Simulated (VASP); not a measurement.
A run of VASP 6.6.1 is set up as follows.

The input INCAR:

```
  ALGO = Fast
  EDIFF = 1E-6
  ENCUT = 520
  GGA = PE
  ISIF = 2
  ISMEAR = 0
  LASPH = T
  LCHARG = F
  LREAL = F
  LWAVE = F
  NBANDS = 17
  NELM = 80
  PREC = Accurate
  SIGMA = 0.1
```

File KPOINTS:

```
k-points
0
Gamma
  16 16 8
```

Contents of POSCAR:

```
Ca
1.0
    1.9712759950     -3.3954901800      0.0000000000
    1.9712759950      3.3954901800      0.0000000000
    0.0000000000      0.0000000000      6.5091117400
Ca
2
Direct
    0.8355866000      0.1644134000      0.2500000000
    0.1644134000      0.8355866000      0.7500000000
```

Potentials or basis: VASP PAW PBE potentials, release 64 (Ca_sv).

Run with:

```console
$ cat potpaw_PBE.64/Ca_sv/POTCAR > POTCAR
$ mpirun -np 1 vasp_std > vasp.out
```

Q: Predict the band gap on the k mesh.

A: Zero (band 10 reaches 2.16 eV, above the bottom of band 11 at 1.60 eV).

Q: Estimate the largest force.

A: 0.016 eV/Å.

Stress tensor (GPa, compression positive):
```
-0.53  0.00  0.00
 0.00 -0.31  0.00
 0.00  0.00 -0.57
```
